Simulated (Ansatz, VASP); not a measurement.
**Two plane-wave programs on Pd**

The input INCAR:

```
SYSTEM = Pd
PREC = Accurate ; ENCUT = 520
EDIFF = 1E-7 ; ISMEAR = 0
SIGMA = 0.15 ; LREAL = .False.
LASPH = .True. ; NELM = 60
ALGO = Fast ; ISIF = 2
LWAVE = .False. ; LCHARG = .True.
GGA = PS ; LELF = .True.
LVHAR = .True. ; NBANDS = 11
```

The input KPOINTS:

```
regular mesh
0
Gamma
  22 22 22
  0 0 0
```

Contents of POSCAR:

```
Pd
1.0
   -1.5722810000      1.5722810000      1.5722810000
    1.5722810000     -1.5722810000      1.5722810000
    1.5722810000      1.5722810000     -1.5722810000
Pd
1
Direct
    0.0000000000      0.0000000000      0.0000000000
```

Input for Ansatz:

```yaml
crystal:
  lattice:
    - [-1.572281, 1.572281, 1.572281]
    - [1.572281, -1.572281, 1.572281]
    - [1.572281, 1.572281, -1.572281]
  atoms:
    - { symbol: Pd, position: [0.0, 0.0, 0.0] }
basis:
  ecutwfc: 420
kpoints:
  mp_grid: { grid: [22, 22, 22] }
hamiltonian:
  xc: pbesol
scf:
  occupations: { method: gaussian, width: 0.15 }
output:
  forces: true
  stress: true
  eigenvalues: true
```

Alike in both runs: task single point; functional PBEsol; k mesh 22 × 22 × 22; occupations gaussian, width 0.15 eV; no spin polarisation.

|  | VASP | Ansatz |
| --- | --- | --- |
| version | VASP 6.6.1 | Ansatz 0.2.0 |
| potentials or method | VASP PAW PBE potentials, release 64 (Pd), cutoff 520 eV | scalar-relativistic, plane waves, PAW |
| valence electrons in the cell | 10 | 18 |

VASP gave:

| Property | Result |
| --- | --- |
| gap on the k mesh at the Fermi level (eV) | none |
| pressure (GPa) | -10.1 |

Which values does Ansatz return?

gap on the k mesh at the Fermi level (eV): none; pressure (GPa): -9.8.

VASP's potentials were made for PBE, not for PBEsol. A gap of «none» marks a metal or a gap that the smearing closes. The functional is the same, so the differences come from potentials, cutoffs and numerics. VASP's potentials hold 10 valence electrons a cell and Ansatz's 18, so a difference there can come from the potentials and not from the codes.
